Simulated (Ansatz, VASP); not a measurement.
# Two plane-wave programs on SiGe3

File INCAR:

```
PREC = Accurate
ENCUT = 500
EDIFF = 1E-7
ISMEAR = 0
SIGMA = 0.02
LREAL = False
LASPH = True
NELM = 120
ALGO = Normal
ISIF = 3
LWAVE = False
LCHARG = False
GGA = PE
IBRION = 2
NSW = 100
EDIFFG = -0.01
GGA_COMPAT = False
NELMIN = 4
```

The input KPOINTS:

```
regular mesh
0
Gamma
  6 6 6
```

POSCAR

```
SiGe3
1.0
    4.0047893453      2.3121662066      3.2703379848
   -4.0047893453      2.3121662066      3.2703379848
    0.0000000000     -4.6243324132      3.2703379848
Si Ge
2 6
Direct
    0.8785639348      0.8785639348      0.8785639348
    0.1214360652      0.1214360652      0.1214360652
    0.8787435561      0.3712810456      0.3712810456
    0.6287189544      0.6287189544      0.1212564439
    0.6287189544      0.1212564439      0.6287189544
    0.3712810456      0.3712810456      0.8787435561
    0.1212564439      0.6287189544      0.6287189544
    0.3712810456      0.8787435561      0.3712810456
```

Input for Ansatz:

```yaml
crystal:
  lattice:
    - [4.0047893453, 2.3121662066, 3.2703379848]
    - [-4.0047893453, 2.3121662066, 3.2703379848]
    - [0.0, -4.6243324132, 3.2703379848]
  atoms:
    - { symbol: Si, position: [0.8785639348, 0.8785639348, 0.8785639348] }
    - { symbol: Si, position: [0.1214360652, 0.1214360652, 0.1214360652] }
    - { symbol: Ge, position: [0.8787435561, 0.3712810456, 0.3712810456] }
    - { symbol: Ge, position: [0.6287189544, 0.6287189544, 0.1212564439] }
    - { symbol: Ge, position: [0.6287189544, 0.1212564439, 0.6287189544] }
    - { symbol: Ge, position: [0.3712810456, 0.3712810456, 0.8787435561] }
    - { symbol: Ge, position: [0.1212564439, 0.6287189544, 0.6287189544] }
    - { symbol: Ge, position: [0.3712810456, 0.8787435561, 0.3712810456] }
basis:
  ecutwfc: 420
kpoints:
  mp_grid: { grid: [6, 6, 6] }
hamiltonian:
  xc: pbe
scf:
  occupations: { method: gaussian, width: 0.02 }
output:
  forces: true
  stress: true
  eigenvalues: true
relax:
  adjacent_minimum: "off"
  f_tol: 0.01
  max_steps: 80
  cell: { stress_tol: 0.05 }
```

Alike in both runs: task relaxation of cell and atoms; functional PBE; k mesh 6 × 6 × 6; occupations gaussian, width 0.02 eV; no spin polarisation.

|  | VASP | Ansatz |
| --- | --- | --- |
| version | VASP 6.6.1 | Ansatz 0.2.0 |
| potentials or method | VASP PAW PBE potentials, release 64 (Si, Ge_d), cutoff 500 eV | scalar-relativistic, plane waves, PAW |
| valence electrons in the cell | 92 | 92 |

|  | VASP | Ansatz | Ansatz less VASP |
| --- | --- | --- | --- |
| gap on the k mesh at the Fermi level, each at its own relaxed structure (eV) | 0.16 | 0.16 | -0.005 |
| relaxed volume (Å³/atom) | 22.84 | 22.88 | +0.039 |
| relaxed length of the cell vector where the two differ most in proportion (Å) | 5.674 | 5.677 | +0.0033 |
